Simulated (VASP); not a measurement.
ZrPdSe4:

```
Zr Pd Se
1.0
     0.00000    4.09553    4.09553
     4.09553    0.00000    4.09553
     4.09553    4.09553    0.00000
Zr Pd Se
1 1 4
Direct
  0.75000 0.75000 0.75000
  0.00000 0.00000 0.00000
  0.37476 0.37476 0.87571
  0.87571 0.37476 0.37476
  0.37476 0.37476 0.37476
  0.37476 0.87571 0.37476
```

The cell was generated, and may not be a known phase.

| Item | Value |
| --- | --- |
| Program | VASP 6.6.1 |
| Task | relaxation of cell and atoms |
| Functional | PBE |
| Potentials or basis | VASP PAW PBE potentials, release 64 (Zr_sv, Pd, Se) |
| Cutoff | 600 eV |
| k mesh | 4 × 4 × 4 |
| Occupations | gaussian, width 0.1 eV |
| Spin | no spin polarisation |

At the start: pressure -6.0 GPa; volume 22.90 Å³/atom.

Problem. Where does the relaxation end?

Solution. Over 3 steps the energy falls by 48.5 meV/atom and the volume is 20.55 Å³/atom (-10.2 %); space group F-43m (No. 216, to 0.1 Å) before and after.

The path:
| step | energy change (eV) | largest force (eV/Å) | pressure (GPa) | volume (Å³) |
| --- | --- | --- | --- | --- |
| 1 | 0.0000 | 0.1147 | -6.03 | 137.39 |
| 2 | -0.2806 | 0.0078 | 1.43 | 120.96 |
| 3 | -0.2912 | 0.0172 | 0.03 | 123.32 |

Final structure:
```cif
data_structure
_symmetry_space_group_name_H-M 'P 1'
_symmetry_Int_Tables_number 1
_cell_length_a 5.5870
_cell_length_b 5.5870
_cell_length_c 5.5870
_cell_angle_alpha 60.000
_cell_angle_beta 60.000
_cell_angle_gamma 60.000
_cell_volume 123.32
loop_
_atom_site_label
_atom_site_type_symbol
_atom_site_fract_x
_atom_site_fract_y
_atom_site_fract_z
_atom_site_occupancy
Zr1 Zr 0.75000 0.75000 0.75000 1
Pd1 Pd 0.00000 0.00000 0.00000 1
Se1 Se 0.37509 0.37509 0.87473 1
Se2 Se 0.87473 0.37509 0.37509 1
Se3 Se 0.37509 0.37509 0.37509 1
Se4 Se 0.37509 0.87473 0.37509 1
```
